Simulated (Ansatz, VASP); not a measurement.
Sb in VASP and in Ansatz

INCAR

```
SYSTEM = Sb
ALGO     = Normal         ! electronic algorithm
EDIFF    = 1E-6           ! SCF threshold, eV
ENCUT    = 500            ! plane-wave cutoff, eV
GGA      = PE             ! functional
GGA_COMPAT= .FALSE.      
ISIF     = 2              ! what is computed and relaxed
ISMEAR   = -1             ! smearing method
LASPH    = .TRUE.         ! aspherical terms in the spheres
LCHARG   = .TRUE.         ! write CHGCAR
LELF     = .TRUE.         ! ELF
LREAL    = .FALSE.        ! projectors in reciprocal space
LVHAR    = .TRUE.       
LWAVE    = .FALSE.        ! write WAVECAR
NBANDS   = 8              ! bands
NELM     = 120            ! most SCF steps
PREC     = Accurate       ! precision mode
SIGMA    = 0.08           ! smearing width, eV
```

The input KPOINTS:

```
k-points
0
G
  12 12 12
  0 0 0
```

POSCAR

```
Sb
1.0
    3.2219765188      0.0000000000      0.0000000000
    0.0000000000      3.2219765188      0.0000000000
    0.0000000000      0.0000000000      3.2219765188
Sb
1
Direct
    0.0000000000      0.0000000000      0.0000000000
```

Input for Ansatz:

```yaml
crystal:
  lattice:
    - [3.2219765188, 0.0, 0.0]
    - [0.0, 3.2219765188, 0.0]
    - [0.0, 0.0, 3.2219765188]
  atoms:
    - { symbol: Sb, position: [0.0, 0.0, 0.0] }
kpoints:
  mp_grid: { grid: [12, 12, 12] }
scf:
  occupations: { method: fermi_dirac, width: 0.08 }
hamiltonian:
  xc: pbe
  pseudopotentials: { kind: all_electron, lapw: { basis_error: 0.001 } }
output:
  forces: true
  stress: true
  eigenvalues: true
```

Change from the starting cell: volume scaled by 1.06.

Alike in both runs: task single point; functional PBE; k mesh 12 × 12 × 12; occupations fermi-dirac, width 0.08 eV; no spin polarisation.

|  | VASP | Ansatz |
| --- | --- | --- |
| version | VASP 6.6.1 | Ansatz 0.2.0 |
| potentials or method | VASP PAW PBE potentials, release 64 (Sb), cutoff 500 eV | all-electron LAPW, scalar-relativistic |

|  | VASP | Ansatz | Ansatz less VASP |
| --- | --- | --- | --- |
| pressure (GPa) | -4.5 | -4.4 | +0.06 |

Ansatz ran all-electron here, and VASP with PAW potentials.

Neither program's run includes spin-orbit coupling.
